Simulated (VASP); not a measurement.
A run of VASP 6.6.1 is set up as follows.

The input INCAR:

```
PREC = Accurate
ENCUT = 600
EDIFF = 1E-6
ISMEAR = -1
SIGMA = 0.1
LREAL = False
LASPH = True
NELM = 60
ALGO = Normal
ISIF = 3
LWAVE = False
LCHARG = False
GGA = PE
IBRION = 2
NSW = 80
EDIFFG = -0.01
```

File KPOINTS:

```
regular mesh
0
Gamma
  12 12 12
```

File POSCAR:

```
Mo
1.0
    2.5629259694      0.0000000000      0.0000000000
    0.0000000000      2.5629259694      0.0000000000
    0.0000000000      0.0000000000      2.5629259694
Mo
1
Direct
    0.0000000000      0.0000000000      0.0000000000
```

Potentials or basis: VASP PAW PBE potentials, release 64 (Mo_sv).

Run with:

```bash
$ cat potpaw_PBE.64/Mo_sv/POTCAR > POTCAR
$ mpirun -np 1 vasp_std > vasp.out
```

(1) Estimate the relaxed cell.

(2) Estimate the relaxed volume.

(3) Predict the space group after relaxing (to 0.05 Å).

(4) What does it give for the band gap on the k mesh?

Answers

(1) a = 2.606 Å, b = 2.606 Å, c = 2.606 Å, α = 90.00°, β = 90.00°, γ = 90.00°.

(2) 17.70 Å³/atom.

(3) Pm-3m (No. 221).

(4) zero (band 7 reaches 11.94 eV, above the bottom of band 8 at 9.79 eV).
